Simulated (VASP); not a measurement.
Here is a VASP 6.6.1 calculation.

INCAR

```
PREC = Accurate ; ENCUT = 520
EDIFF = 1E-7 ; ISMEAR = 0
SIGMA = 0.02 ; LREAL = Auto
LASPH = True ; NELM = 150
ALGO = Normal ; ISIF = 2
LWAVE = False ; LCHARG = False
ISPIN = 2 ; MAGMOM = 0 0 0 0 0 0 0 0 0 0 0 0 0 0 0 0 0 0 0 0 0 0 0 0 0 0 0 0 0 0 0 0 0 0 0 0 0 0 0 0 0 0 0 0 0 0 0 0 0 0 0 0 0 0 0 0 0 0 0 0 0 0 1
LORBIT = 11 ; GGA = CA
NBANDS = 168 ; LUSENCCL = False
```

Contents of KPOINTS:

```
Automatic mesh
0
Gamma
  1 1 1
```

POSCAR

```
Si62P
1.0
   10.8600000000      0.0000000000      0.0000000000
    0.0000000000     10.8600000000      0.0000000000
    0.0000000000      0.0000000000     10.8600000000
Si P
62 1
Direct
    0.4990964740      0.0083839206     -0.0005533730
    0.7425095068      0.2480877458      0.0016695792
    0.8718448775      0.3719323786      0.1258926487
    0.8751056242      0.0979854836      0.3545646087
   -0.0028043390      0.0020525129      0.0058907772
    0.1287199202      0.1275347939      0.1221577337
    0.2522672294      0.2531628375     -0.0034085525
    0.3739473417      0.3796247523      0.1228612732
    0.5008682359      0.5038151396     -0.0010393312
    0.6272970900      0.6283451807      0.1252527953
    0.7541550167      0.7636294324      0.0143624938
    0.8752621268      0.8950864383      0.1516335839
    0.2495834935     -0.0000761932      0.2498320554
    0.3768411194      0.1249019609      0.3708541894
    0.4992266828      0.2502908738      0.2413507143
    0.6279055032      0.3688454780      0.3706554731
    0.7500828376      0.5004039427      0.2498184302
    0.8766696873      0.6237463347      0.3750503804
    0.4987922460      0.0004768434      0.4995702326
    0.6272806425      0.1243832885      0.6213930556
    0.7541378069      0.2353588357      0.4861995868
    0.8732499443      0.3692129989      0.6210039682
    0.7500915842     -0.0001113561      0.7493496049
    0.8718347735      0.1238800935      0.8777695340
   -0.0027713068      0.4993471638      0.0009677960
    0.1231268229      0.6259614016      0.1249106224
    0.2512352084      0.7509911456      0.0011415891
    0.3767996631      0.8788601586      0.1248765040
   -0.0028030067      0.2437320100      0.2476746010
    0.1218169479      0.3704027308      0.3758849375
    0.2456678491      0.4988107533      0.2502764394
    0.3763992578      0.6209575535      0.3747421456
    0.4988378098      0.7501395532      0.2492255188
    0.6174785102      0.8633989444      0.3863252167
    0.0012507742     -0.0043003299      0.4969180700
    0.1231490667      0.1247877075      0.6237902528
    0.2512315641      0.2485500963      0.4987259369
    0.3751572211      0.3755857006      0.6233115211
    0.5032214648      0.4963569633      0.4975803224
    0.6248898484      0.6238280159      0.6258825991
    0.7532095551      0.7472593809      0.5024523356
    0.8766778911      0.8746420978      0.6259810345
    0.2456491074     -0.0006121102      0.7509422859
    0.3739133038      0.1269111743      0.8700952482
    0.5008947435      0.2507444029      0.7459110092
    0.6227845094      0.3748617977      0.8748711602
    0.7486186036      0.4991098383      0.7506347756
    0.8732196475      0.6287410035      0.8804924528
    0.0013021250      0.7527728111      0.2540386586
    0.1318249570      0.8708757416      0.3788562345
   -0.0007810048      0.4974437517      0.5005490558
    0.1247421519      0.6240585317      0.6255822788
    0.2560072209      0.7463824698      0.5033579293
    0.3764215024      0.8749741157      0.6288031068
   -0.0027269591      0.2487670204      0.7504051124
    0.1231957681      0.3755166317      0.8742494885
    0.2495389569      0.5000316042      0.7497174416
    0.3751920147      0.6264635209      0.8741183217
    0.5032625534      0.7521721688      0.7533706456
    0.6278670709      0.8791273767      0.8809057126
   -0.0007740085      0.7491009111      0.7522163494
    0.1217976134      0.8737669580      0.8792812068
    0.6222769561      0.1250999157      0.1245854207
```

Potentials or basis: VASP PAW LDA potentials, release 64 (Si, P).

Command:

```console
$ cat potpaw_LDA.64/Si/POTCAR potpaw_LDA.64/P/POTCAR > POTCAR
$ mpirun -np 1 vasp_gam > vasp.out
```

Question: Predict the site moments.

Answer: Si +0.00, +0.01, -0.00, +0.11 (each value once); P +0.01 μB.

Question: Predict the largest force.

Answer: 0.019 eV/Å.

Forces on the atoms (eV/Å):
```
Si   0.012  0.008  0.013
Si  -0.006 -0.012  0.010
Si   0.002  0.003 -0.001
Si  -0.006 -0.007  0.000
Si   0.003  0.002 -0.003
Si   0.002 -0.003  0.001
Si   0.004  0.001 -0.001
Si   0.003 -0.001 -0.003
Si   0.003  0.004 -0.001
Si   0.000 -0.001  0.002
Si   0.001  0.001 -0.004
Si  -0.012  0.006  0.010
Si  -0.003 -0.001 -0.002
Si   0.001 -0.002  0.002
Si   0.006 -0.012 -0.009
Si  -0.003 -0.002  0.004
Si   0.000  0.002  0.001
Si   0.001 -0.002  0.001
Si   0.000  0.001  0.001
Si   0.000  0.002  0.003
Si   0.003  0.003 -0.008
Si   0.001  0.001  0.005
Si   0.001 -0.004 -0.003
Si   0.002  0.001 -0.002
Si  -0.004 -0.006  0.000
Si  -0.002  0.001 -0.002
Si   0.003  0.002  0.000
Si   0.000 -0.004  0.000
Si  -0.003  0.005 -0.002
Si  -0.002 -0.003 -0.002
Si  -0.001 -0.003  0.001
Si   0.002  0.001 -0.001
Si  -0.003 -0.001  0.001
Si   0.004  0.006 -0.006
Si   0.001 -0.002  0.002
Si  -0.005 -0.002 -0.004
Si   0.005  0.003 -0.001
Si  -0.002 -0.002 -0.003
Si   0.000 -0.003 -0.004
Si  -0.002  0.001 -0.001
Si   0.004  0.002 -0.002
Si   0.000  0.000  0.001
Si   0.002  0.003  0.001
Si   0.000  0.001  0.001
Si   0.002  0.001 -0.005
Si  -0.004 -0.003  0.001
Si   0.007 -0.002  0.000
Si   0.002 -0.002  0.001
Si   0.001  0.001  0.004
Si   0.004  0.002  0.002
Si  -0.003  0.001  0.000
Si  -0.004  0.000  0.002
Si   0.004  0.000  0.000
Si   0.000  0.001 -0.005
Si  -0.003  0.001  0.003
Si  -0.001 -0.003  0.002
Si   0.000 -0.002  0.000
Si  -0.004  0.000  0.001
Si   0.003  0.003  0.003
Si  -0.004 -0.004  0.003
Si   0.000  0.001 -0.001
Si  -0.003  0.004  0.001
P   -0.009  0.008 -0.008
```

Caveat: the k points lie up to 0.58 Å⁻¹ apart.
